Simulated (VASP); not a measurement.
V: single point with PBE

V:

```
CELL_PARAMETERS angstrom
0.00000 2.16661 2.16661
2.16661 0.00000 2.16661
2.16661 2.16661 0.00000
ATOMIC_POSITIONS crystal
V 0.87500 0.87500 0.87500
V 0.12500 0.12500 0.12500
```

```
Program             : VASP 6.6.1
Task                : single point
Functional          : PBE
Potentials or basis : VASP PAW PBE potentials, release 64 (V_sv)
Cutoff              : 520 eV
k mesh              : 15 × 15 × 15
Occupations         : fermi-dirac, width 0.1 eV
Spin                : no spin polarisation
```

```
Pressure               : 152.2 GPa
Band gap on the k mesh : zero (band 13 reaches 15.11 eV, above the bottom of band 14 at 12.39 eV)
```

Levels at points of the mesh, in eV from the Fermi level:
| k point | band 11 | band 12 | band 13 | band 14 | band 15 | band 16 |
| --- | --- | --- | --- | --- | --- | --- |
| (0.00, 0.00, 0.00) | -3.69 | -1.38 | -1.38 | -1.38 | 2.50 | 2.50 |

It took 19 s on 1 thread of Intel Xeon 6975P-C, with other jobs on the host, peak memory 0.16 GiB.
